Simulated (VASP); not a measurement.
# Si (Fd-3m) in VASP: single point with r2SCAN

Aim: the single point of Si with r2SCAN.

Everything below comes from runs of VASP 6.6.1. Logs are shortened: lines on timing, memory, paths and dates and some standing lists are left out, and cuts for length are marked.

## (1) The cell of the first run

It takes space group Fd-3m (No. 227, cubic). Conventional cell: a = 5.431 Å, b = 5.431 Å, c = 5.431 Å, α = 90.00°, β = 90.00°, γ = 90.00°. Si (site symmetry -43m) has 4 Si at 2.35 Å within 3.1 Å.

## (2) Single point, r2SCAN

File POSCAR:

```
Si
1.0
    0.0000000000      2.7154700000      2.7154700000
    2.7154700000      0.0000000000      2.7154700000
    2.7154700000      2.7154700000      0.0000000000
Si
2
Direct
    0.5000000000      0.5000000000      0.5000000000
    0.7500000000      0.7500000000      0.7500000000
```

File INCAR.step1:

```
PREC = Accurate
ENCUT = 520
ISMEAR = 0
SIGMA = 0.05
LREAL = F
LASPH = T
NELM = 60
NBANDS = 11
GGA = PE
ALGO = Normal
EDIFF = 1E-4
LWAVE = T
LCHARG = F
```

File INCAR.step2:

```
PREC = Accurate
ENCUT = 520
EDIFF = 1E-6
ISMEAR = 0
SIGMA = 0.05
LREAL = F
LASPH = T
NELM = 60
ALGO = Normal
ISIF = 2
LWAVE = F
LCHARG = F
METAGGA = R2SCAN
LMIXTAU = T
NBANDS = 11
ISTART = 1
```

File KPOINTS:

```
Automatic mesh
0
Gamma
  12 12 12
```

Potentials or basis: VASP PAW PBE potentials, release 64 (Si).

Run with:

```console
$ cat potpaw_PBE.64/Si/POTCAR > POTCAR
$ cp INCAR.step1 INCAR
$ mpirun -np 1 vasp_std > vasp.out
$ cp INCAR.step2 INCAR
$ mpirun -np 1 vasp_std > vasp.out
```

OUTCAR:

```text
PREC = Accurate
   ENCUT = 520
   EDIFF = 1E-6
   ISMEAR = 0
   LREAL = F
   LASPH = T
   NELM = 60
   ISIF = 2
   METAGGA = R2SCAN
   ISTART = 1

 ion  position               nearest neighbor table
   1  0.500  0.500  0.500-   2 2.35   2 2.35   2 2.35   2 2.35
   2  0.750  0.750  0.750-   1 2.35   1 2.35   1 2.35   1 2.35

  LATTYP: Found a face centered cubic cell.
 ALAT       =     5.4309400000

  Lattice vectors:

 A1 = (   0.0000000000,   2.7154700000,   2.7154700000)
 A2 = (   2.7154700000,   0.0000000000,   2.7154700000)
 A3 = (   2.7154700000,   2.7154700000,   0.0000000000)

Analysis of symmetry for initial positions (statically):
=====================================================================
 Subroutine PRICEL returns:
 Original cell was already a primitive cell.

 Routine SETGRP: Setting up the symmetry group for a
 face centered cubic supercell.

 Subroutine GETGRP returns: Found 48 space group operations
 (whereof 24 operations were pure point group operations)
 out of a pool of 48 trial point group operations.

The static configuration has the point symmetry T_d .
 The point group associated with its full space group is O_h .

Analysis of symmetry for dynamics (positions and initial velocities):
=====================================================================
 Subroutine PRICEL returns:
 Original cell was already a primitive cell.

 Routine SETGRP: Setting up the symmetry group for a
 face centered cubic supercell.

 Subroutine GETGRP returns: Found 48 space group operations
 (whereof 24 operations were pure point group operations)
 out of a pool of 48 trial point group operations.

The dynamic configuration has the point symmetry T_d .
 The point group associated with its full space group is O_h .

 Subroutine INISYM returns: Found 48 space group operations
 (whereof 24 operations are pure point group operations),
 and found     1 'primitive' translations

----------------------------------------------------------------------------------------

                                     Primitive cell

  volume of cell :      40.0465

  direct lattice vectors                    reciprocal lattice vectors
     0.000000000  2.715470000  2.715470000    -0.184130187  0.184130187  0.184130187
     2.715470000  0.000000000  2.715470000     0.184130187 -0.184130187  0.184130187
     2.715470000  2.715470000  0.000000000     0.184130187  0.184130187 -0.184130187

  length of vectors
     3.840254502  3.840254502  3.840254502     0.318922840  0.318922840  0.318922840

  position of ions in fractional coordinates (direct lattice)
     0.500000000  0.500000000  0.500000000
     0.750000000  0.750000000  0.750000000

  ion indices of the primitive-cell ions
   primitive index   ion index
                 1           1
                 2           2

----------------------------------------------------------------------------------------

 KPOINTS: Automatic mesh

Automatic generation of k-mesh.
 Grid dimensions read from file:
 generate k-points for:   12   12   12

 Generating k-lattice:

  Cartesian coordinates                     Fractional coordinates (reciprocal lattice)
    -0.015344182  0.015344182  0.015344182     0.083333333  0.000000000  0.000000000
     0.015344182 -0.015344182  0.015344182     0.000000000  0.083333333  0.000000000
     0.015344182  0.015344182 -0.015344182     0.000000000  0.000000000  0.083333333

  Length of vectors
     0.026576903  0.026576903  0.026576903

  Shift w.r.t. Gamma in fractional coordinates (k-lattice)
     0.000000000  0.000000000  0.000000000

 Subroutine IBZKPT returns following result:
 ===========================================

 Found     72 irreducible k-points:

 Following reciprocal coordinates:
            Coordinates               Weight
  0.000000  0.000000  0.000000      1.000000
  0.083333  0.000000  0.000000      8.000000
  0.166667  0.000000  0.000000      8.000000
  0.250000  0.000000  0.000000      8.000000
  0.333333  0.000000  0.000000      8.000000
  0.416667  0.000000  0.000000      8.000000
[... 16 lines left out ...]
  0.500000  0.166667  0.000000     24.000000
 -0.416667  0.166667  0.000000     24.000000
 [... further k-points ...]
   k-points           NKPTS =     72   k-points in BZ     NKDIM =     72   number of bands    NBANDS=     11
   number of dos      NEDOS =    301   number of ions     NIONS =      2
   total plane-waves  NPLWV =  27000
   dimension x,y,z NGX =    30 NGY =   30 NGZ =   30
   dimension x,y,z NGXF=    60 NGYF=   60 NGZF=   60
   ions per type =               2
   NGX,Y,Z   is equivalent  to a cutoff of  12.99, 12.99, 12.99 a.u.
   NGXF,Y,Z  is equivalent  to a cutoff of  25.97, 25.97, 25.97 a.u.
 SYSTEM =  unknown system
   PREC   = accura    normal or accurate (medium, high low for compatibility)
   ISTART =      1    job   : 0-new  1-cont  2-samecut
   ICHARG =      0    charge: 1-file 2-atom 10-const
   ISPIN  =      1    spin polarized calculation?
   LNONCOLLINEAR =      F non collinear calculations
   LSORBIT =      F    spin-orbit coupling
   LASPH  =      T    aspherical Exc in radial PAW
   ENCUT  =  520.0 eV  38.22 Ry    6.18 a.u.   7.14  7.14  7.14*2*pi/ulx,y,z
   NELM   =     60;   NELMIN=  2; NELMDL=  0     # of ELM steps
   EDIFF  = 0.1E-05   stopping-criterion for ELM
   LREAL  =      F    real-space projection
   EDIFFG = 0.1E-04   stopping-criterion for IOM
   NSW    =      0    number of steps for IOM
   IBRION =     -1    ionic relax: 0-MD 1-quasi-New 2-CG
   NFREE  =      0    steps in history (QN), initial steepest desc. (CG)
   ISIF   =      2    stress and relaxation
   ISYM   =      2    0-nonsym 1-usesym 2-fastsym
   POTIM  = 0.5000    time-step for ionic-motion
   TEBEG  =    0.0;   TEEND  =   0.0 temperature during run
   PSTRESS=    0.0 pullay stress
   NELECT =       8.0000    total number of electrons
   NUPDOWN=      -1.0000    fix difference up-down
   EMIN   =  10.00;   EMAX   =-10.00  energy-range for DOS
   EFERMI =   0.00;   METHOD = LEGACY
   ISMEAR =     0;   SIGMA  =   0.05  broadening in eV -4-tet -1-fermi 0-gaus
   EFERMI_NEDOS =   21; number of points for ismear=-14 and -15
   IALGO  =     38    algorithm
   IMIX   =      4    mixing-type and parameters
     AMIX     =   0.40;   BMIX     =  1.00
     AMIX_MAG =   1.60;   BMIX_MAG =  1.00
  volume/ion in A,a.u.               =      20.02       135.12
  Fermi-wavevector in a.u.,A,eV,Ry     =   0.957010  1.808487 12.461143  0.915868
  Thomas-Fermi vector in A             =   2.085990
   LORBIT       =      0    0 simple, 1 ext, 2 COOP (PROOUT), +10 PAW based schemes
   METAGGA = R2SCAN    functional components
   LHFCALC =     F    Hartree Fock is set to
   AEXX    =    0.0000 exact exchange contribution
   IVDW    =     0    specifies the selected vdW correction
   LEPSILON=     F    determine dielectric tensor
   LRPA    =     F    only Hartree local field effects (RPA)
 non-spin polarized calculation
 Gauss-broadening in eV      SIGMA  =   0.05
  energy-cutoff  :      520.00
  volume of cell :       40.05
 maximum number of plane-waves:      1090
 NGX is ok and might be reduce to    30
   NGX = 15   NGY = 15   NGZ = 15

 number of electron       8.0000000 magnetization

 Free energy of the ion-electron system (eV)
  ---------------------------------------------------
  ext. energy  EPLUGINS =         0.00000000
  ---------------------------------------------------
  free energy    TOTEN  =       -17.55008183 eV

  energy without entropy =      -17.55008183  energy(sigma->0) =      -17.55008183

 E-fermi :   5.9608     XC(G=0):  -9.8546

 val. band max:        5.7364069731   @ k =   0.0000   0.0000   0.0000
 cond. band min:       6.5094953218   @ k =   0.4167   0.4167   0.0000
 fundamental gap:      0.7730883487
 Fermi energy:         5.9608216871

 k-point     1 :       0.0000    0.0000    0.0000
  band No.  band energies     occupation
      1      -6.7888      2.00000
      2       5.7364      2.00000
      3       5.7364      2.00000
      4       5.7364      2.00000
      5       8.4949      0.00000
      6       8.4949      0.00000
      7       8.4949      0.00000
      8       9.7241      0.00000
      9      13.8630      0.00000
     10      13.8630      0.00000
     11      14.4400      0.00000

 k-point     2 :       0.0833    0.0000    0.0000
  band No.  band energies     occupation
      1      -6.6931      2.00000
      2       4.8656      2.00000
      3       5.5849      2.00000
      4       5.5849      2.00000
      5       8.6052      0.00000
      6       8.7187      0.00000
      7       8.7187      0.00000
      8      10.3437      0.00000
      9      13.5970      0.00000
     10      13.5970      0.00000
     11      14.8268      0.00000

 k-point     3 :       0.1667    0.0000    0.0000
  band No.  band energies     occupation
      1      -6.4087      2.00000
      2       3.2853      2.00000
      3       5.2603      2.00000
      4       5.2603      2.00000
      5       8.4102      0.00000
      6       9.1814      0.00000
      7       9.1814      0.00000
      8      11.7806      0.00000
      9      13.2332      0.00000
     10      13.2332      0.00000
     11      15.5694      0.00000

 k-point     4 :       0.2500    0.0000    0.0000
  band No.  band energies     occupation
      1      -5.9472      2.00000
      2       1.6659      2.00000
      3       4.9317      2.00000
      4       4.9317      2.00000
      5       8.1064      0.00000
      6       9.4959      0.00000
      7       9.4959      0.00000
      8      13.2956      0.00000
      9      13.3646      0.00000
     10      13.3646      0.00000
     11      15.4443      0.00000

 k-point     5 :       0.3333    0.0000    0.0000
  band No.  band energies     occupation
      1      -5.3401      2.00000
      2       0.1880      2.00000
      3       4.6752      2.00000
      4       4.6752      2.00000
      5       7.8458      0.00000
      6       9.4989      0.00000
      7       9.4989      0.00000
      8      14.2094      0.00000
      9      14.2094      0.00000
     10      14.2341      0.00000
     11      15.6161      0.00000
[... 211 lines left out ...]
 k-point    21 :       0.3333    0.1667    0.0000
  band No.  band energies     occupation
      1      -5.4210      2.00000
      2       1.1372      2.00000
      3       3.6706      2.00000
      4       3.8933      2.00000
      5       7.9373      0.00000
      6      10.1848      0.00000
      7      10.6162      0.00000
      8      11.1618      0.00000
      9      15.3298      0.00000
     10      15.6024      0.00000
     11      16.9079      0.00000

 k-point    22 :       0.4167    0.1667    0.0000
  band No.  band energies     occupation
      1      -4.7813      2.00000
      2      -0.1638      2.00000
      3       3.2146      2.00000
      4       3.8029      2.00000
      5       8.0010      0.00000
      6      10.3761      0.00000
      7      10.9684      0.00000
      8      11.1852      0.00000
      9      16.3272      0.00000
     10      16.5260      0.00000
     11      17.3972      0.00000

 k-point    23 :       0.5000    0.1667    0.0000
  band No.  band energies     occupation
      1      -4.1675      2.00000
      2      -1.1474      2.00000
      3       2.8537      2.00000
      4       3.8582      2.00000
      5       8.0442      0.00000
      6      10.2271      0.00000
      7      10.6796      0.00000
      8      12.6310      0.00000
      9      15.8257      0.00000
     10      16.8458      0.00000
     11      18.3056      0.00000

 k-point    24 :      -0.4167    0.1667    0.0000
  band No.  band energies     occupation
      1      -4.0473      2.00000
      2      -1.3155      2.00000
      3       2.6283      2.00000
      4       4.0511      2.00000
      5       8.2026      0.00000
      6      10.1752      0.00000
      7      10.4410      0.00000
      8      14.2794      0.00000
      9      14.9175      0.00000
     10      15.0660      0.00000
     11      17.6652      0.00000

 [... further k-points ...]
[... 5 lines left out ...]
  --------------------------------------------------------------------------------------
  -------------------------------------------------------------------------------------
  Total        0.1202968      0.1202968      0.1202968      0.0000000     -0.0000000     -0.0000000
  in kB        4.8128185      4.8128185      4.8128185      0.0000000     -0.0000000     -0.0000000
  external PRESSURE =       4.8128185 kB  Pullay stress =       0.0000000 kB

 VOLUME and BASIS-vectors are now :
 -----------------------------------------------------------------------------
  energy-cutoff  :      520.00
  volume of cell :       40.05
      direct lattice vectors                 reciprocal lattice vectors
     0.000000000  2.715470000  2.715470000    -0.184130187  0.184130187  0.184130187
     2.715470000  0.000000000  2.715470000     0.184130187 -0.184130187  0.184130187
     2.715470000  2.715470000  0.000000000     0.184130187  0.184130187 -0.184130187

 POSITION                                       TOTAL-FORCE (eV/Angst)
 -----------------------------------------------------------------------------------
      2.71547      2.71547      2.71547         0.000000      0.000000     -0.000000
      4.07320      4.07320      4.07320        -0.000000     -0.000000      0.000000
 -----------------------------------------------------------------------------------
    total drift:                                0.000000     -0.000000     -0.000000

  FREE ENERGIE OF THE ION-ELECTRON SYSTEM (eV)
  ---------------------------------------------------
  free  energy   TOTEN  =       -17.5500818295 eV

  energy  without entropy=      -17.5500818295  energy(sigma->0) =      -17.55008183
```

It took 69 s on 1 thread of AMD EPYC 9R45 (Zen 5), shared host; peak memory 0.14 GiB.

Results:

```
Free energy            : -17.5501 eV
Pressure               : 0.5 GPa
Band gap on the k mesh : 0.77 eV, indirect (least direct gap 2.76 eV)
```

Caveat: the PAW data sets were made with another functional, which shifts forces and pressure a little.
